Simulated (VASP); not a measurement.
Write the native input for VASP 6.6.1 that does the following.

```yaml
Task: single point
Functional: r2SCAN
Potentials_or_basis: VASP PAW PBE potentials, release 64 (Cr_pv, N)
Cutoff: 520 eV
k_mesh: 7 × 6 × 10
Occupations: fermi-dirac, width 0.05 eV
Spin: collinear spin, ferromagnetic start
Starting_moments: "[3.0, 3.0, 0.0, 0.0, 0.0, 0.0] μB"
Dipole_correction: no
Further_INCAR_settings: ALGO = Normal; EDIFF = 1e-06; NBANDS = 35
```

The system is CrN2.

```
Cr N
1.0
     3.84917    0.00000    0.00000
     0.00000    4.79030    0.00000
     0.00000    0.00000    2.81271
Cr N
2 4
Cartesian
  0.0000 0.0000 0.0000
  1.9246 2.3952 1.4064
  3.3291 2.8229 0.0000
  0.5201 1.9674 0.0000
  1.4045 4.3626 1.4064
  2.4447 0.4277 1.4064
```

One way to write it, as run:

POSCAR

```
CrN2
1.0
    3.8491672974      0.0000000000      0.0000000000
    0.0000000000      4.7903003264      0.0000000000
    0.0000000000      0.0000000000      2.8127136068
Cr N
2 4
Direct
    0.0000000000      0.0000000000      0.0000000000
    0.5000000000      0.5000000000      0.5000000000
    0.8648861255      0.5892944178      0.0000000000
    0.1351138745      0.4107055822      0.0000000000
    0.3648861255      0.9107055822      0.5000000000
    0.6351138745      0.0892944178      0.5000000000
```

INCAR.step1

```
SYSTEM = CrN2
PREC = Accurate
ENCUT = 520
ISMEAR = -1
SIGMA = 0.05
LREAL = .FALSE.
LASPH = .TRUE.
NELM = 150
ISPIN = 2
MAGMOM = 3 3 0 0 0 0
LMAXMIX = 4
NBANDS = 35
GGA = PE
ALGO = Normal
EDIFF = 1E-4
LWAVE = .TRUE.
LCHARG = .FALSE.
```

INCAR.step2

```
SYSTEM = CrN2
PREC = Accurate
ENCUT = 520
EDIFF = 1E-6
ISMEAR = -1
SIGMA = 0.05
LREAL = .FALSE.
LASPH = .TRUE.
NELM = 150
ALGO = Normal
ISIF = 2
LWAVE = .FALSE.
LCHARG = .FALSE.
ISPIN = 2
MAGMOM = 3 3 0 0 0 0
LORBIT = 11
LMAXMIX = 4
METAGGA = R2SCAN
LMIXTAU = .TRUE.
NBANDS = 35
ISTART = 1
```

KPOINTS

```
regular mesh
0
G
  7 6 10
  0 0 0
```

Potentials or basis: VASP PAW PBE potentials, release 64 (Cr_pv, N).

The run is started by

```bash
$ cat potpaw_PBE.64/Cr_pv/POTCAR potpaw_PBE.64/N/POTCAR > POTCAR
$ cp INCAR.step1 INCAR
$ mpirun -np 1 vasp_std > vasp.out
$ cp INCAR.step2 INCAR
$ mpirun -np 1 vasp_std > vasp.out
```

It gave:

- Pressure: 0.9 GPa
- Largest force: 0.121 eV/Å
- Net moment: 4.33 μB per cell
- Site moments: Cr +2.49; N -0.16 μB
- Valence electrons inside the program's atomic spheres: Cr 11.02; N 3.81

Caveat: the PAW data sets were made with another functional, which shifts forces and pressure a little; only a ferromagnetic start was run, and an antiferromagnetic order may lie lower in energy.

It took 9.1 min on 1 thread of Intel(R) Xeon(R) 6975P-C (Granite Rapids), with other jobs on the host, peak memory 0.36 GiB.
